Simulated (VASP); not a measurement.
Sr: single point with PBE

Sr:

```xyz
1
Lattice="0.0000 2.8823 2.8823 2.8823 0.0000 2.8823 2.8823 2.8823 0.0000" Properties=species:S:1:pos:R:3 pbc="T T T"
Sr    0.0000    0.0000    0.0000
```

| Quantity | Value |
| --- | --- |
| Program | VASP 6.6.1 |
| Task | single point |
| Functional | PBE |
| Potentials or basis | VASP PAW PBE potentials, release 64 (Sr_sv) |
| Cutoff | 520 eV |
| k mesh | 8 × 8 × 8 |
| Occupations | fermi-dirac, width 0.05 eV |
| Spin | no spin polarisation |

```json
{
  "Pressure": "2.0 GPa",
  "Band gap on the k mesh": "0.13 eV, indirect (least direct gap 0.42 eV)"
}
```

Levels at points of the mesh, in eV from the valence-band top:
```tsv
k point	band 1	band 2	band 3	band 4	band 5	band 6	band 7	band 8	band 9	band 10
(0.00, 0.00, 0.00)	-36.33	-18.19	-18.19	-18.19	-3.82	2.52	2.52	2.52	4.22	4.22
(0.50, 0.00, 0.00)	-36.31	-18.50	-18.23	-18.23	-1.17	0.30	2.33	2.33	5.44	5.44
(0.50, 0.50, 0.00)	-36.30	-18.48	-18.30	-18.30	-0.78	0.24	1.44	5.45	5.80	5.80
```

Run time: 8.2 s on 1 thread of Intel(R) Xeon(R) 6975P-C (Granite Rapids), with other jobs on the host, peak memory 0.17 GiB.

A k mesh can miss the band edges.
